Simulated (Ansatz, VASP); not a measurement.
# One calculation of SiC, two programs

```
Si C
1.0
     3.01291    0.00000    0.00000
    -1.50645    2.60925    0.00000
     0.00000    0.00000    9.86507
Si C
4 4
Cartesian
  0.0000 0.0000 1.8536
  0.0000 0.0000 6.7861
  0.0000 1.7395 4.3193
  1.5065 0.8698 9.2519
  0.0000 0.0000 0.0045
  0.0000 0.0000 4.9371
  0.0000 1.7395 2.4643
  1.5065 0.8698 7.3969
```

Alike in both runs: task single point; functional PBE; dispersion D3(BJ); k mesh 10 × 10 × 3; occupations fermi-dirac, width 0.05 eV; no spin polarisation.

|  | VASP | Ansatz |
| --- | --- | --- |
| version | VASP 6.6.1 | Ansatz 0.2.0 |
| potentials or method | VASP PAW PBE potentials, release 64 (Si, C) | Ansatz PAW |
| plane-wave cutoff (eV) | 520 | 420 |
| valence electrons in the cell | 32 | 32 |

Ansatz gave:

```
gap on the k mesh at the Fermi level (eV)                     : 2.23
least direct gap on the mesh (eV)                             : 3.37
pressure (GPa)                                                : 14.5
traceless stress, the component that is largest in VASP (GPa) : -0.24
rms of the force components (eV/Å)                            : 0.010
```

Q: What did VASP give for the same quantities?

A: gap on the k mesh at the Fermi level (eV): 2.23; least direct gap on the mesh (eV): 3.37; pressure (GPa): 14.4; traceless stress, the component that is largest in VASP (GPa): -0.24; rms of the force components (eV/Å): 0.010.

Atom by atom the forces differ by 0.001 eV/Å (rms over components).

Noted on Ansatz's run: odd divisions of the mesh miss points on the zone boundary, where band edges often lie, so the gap on the mesh can be too wide.
